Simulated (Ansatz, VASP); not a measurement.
One calculation of As, two programs

The input POSCAR:

```
As
1.0
    1.7950784285      1.0363890139      5.0542643309
   -1.7950784285      1.0363890139      5.0542643309
    0.0000000000     -2.0727780278      5.0542643309
As
2
Direct
    0.7883402482      0.7883402482      0.7883402482
    0.2116597518      0.2116597518      0.2116597518
```

The input INCAR.step1:

```
  PREC = Accurate
  ENCUT = 520
  ISMEAR = 0
  SIGMA = 0.01
  LREAL = F
  LASPH = T
  NELM = 60
  NBANDS = 12
  GGA = PE
  ALGO = Normal
  EDIFF = 1E-4
  LWAVE = T
  LCHARG = F
```

Contents of INCAR.step2:

```
  PREC = Accurate
  ENCUT = 520
  EDIFF = 1E-6
  ISMEAR = 0
  SIGMA = 0.01
  LREAL = F
  LASPH = T
  NELM = 60
  ALGO = Normal
  ISIF = 2
  LWAVE = F
  LCHARG = T
  METAGGA = R2SCAN
  LMIXTAU = T
  LELF = T
  LVHAR = T
  NBANDS = 12
  ISTART = 1
```

File KPOINTS:

```
Automatic mesh
0
Gamma
  10 10 10
```

Input for Ansatz:

```yaml
crystal:
  lattice:
    - [1.7950784285, 1.0363890139, 5.0542643309]
    - [-1.7950784285, 1.0363890139, 5.0542643309]
    - [0.0, -2.0727780278, 5.0542643309]
  atoms:
    - { symbol: As, position: [0.7883402482, 0.7883402482, 0.7883402482] }
    - { symbol: As, position: [0.2116597518, 0.2116597518, 0.2116597518] }
hamiltonian:
  xc: r2scan
  pseudopotentials:
    kind: paw
    azcp:
      As: "pseudopotentials/As.paw.azcp"
basis:
  ecutwfc: 500
  fft_grid_basis: typed
kpoints:
  mp_grid: { grid: [10, 10, 10], shift: [0, 0, 0] }
magnetization:
  spin_polarized: false
scf:
  occupations: { method: gaussian, width: 0.01 }
  lower_state_search: "off"
output:
  stress: true
```

Alike in both runs: task single point; functional r2SCAN; k mesh 10 × 10 × 10; occupations gaussian, width 0.01 eV; no spin polarisation.

|  | VASP | Ansatz |
| --- | --- | --- |
| version | VASP 6.6.1 | Ansatz 0.2.0 |
| potentials or method | VASP PAW PBE potentials, release 64 (As), cutoff 520 eV | plane waves (500 eV) with PAW, scalar-relativistic |
| valence electrons in the cell | 10 | 30 |

```tsv
	VASP	Ansatz	Ansatz less VASP
pressure (GPa)	0.1	0.0	-0.13
traceless stress, the component that is largest in VASP (GPa)	0.14	0.04	-0.092
```

VASP's potentials were made for PBE, not for r2SCAN. With one functional, cell and mesh, what is left measures potentials, basis and numerics. VASP's potentials hold 10 valence electrons a cell and Ansatz's 30, so a difference there can come from the potentials and not from the codes.
